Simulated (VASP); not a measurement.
A run of VASP 6.6.1:

INCAR

```
  PREC = Accurate
  ENCUT = 520
  EDIFF = 1E-6
  ISMEAR = -1
  SIGMA = 0.05
  LREAL = False
  LASPH = True
  NELM = 80
  ALGO = Normal
  ISIF = 2
  LWAVE = False
  LCHARG = False
  GGA = PE
  NBANDS = 30
```

KPOINTS

```
regular mesh
0
Gamma
  7 7 7
```

POSCAR

```
BiPt3
1.0
    4.2142209405      0.0000000000      0.0000000000
    0.0000000000      4.2142209405      0.0000000000
    0.0000000000      0.0000000000      4.2142209405
Bi Pt
1 3
Direct
    0.0000000000      0.0000000000      0.0000000000
    0.5000000000      0.5000000000      0.0000000000
    0.5000000000      0.0000000000      0.5000000000
    0.0000000000      0.5000000000      0.5000000000
```

Potentials or basis: VASP PAW PBE potentials, release 64 (Bi_d, Pt).

Launch:

```bash
$ cat potpaw_PBE.64/Bi_d/POTCAR potpaw_PBE.64/Pt/POTCAR > POTCAR
$ mpirun -np 1 vasp_std > vasp.out
```

Hardware: 1 thread of Intel(R) Xeon(R) 6975P-C (Granite Rapids), on a shared host.

How long does it take, and how much memory?

Run time: 14 s on 1 thread of Intel(R) Xeon(R) 6975P-C (Granite Rapids), with other jobs on the host, peak memory 0.19 GiB. Counts: scf iterations 12, k points 20.
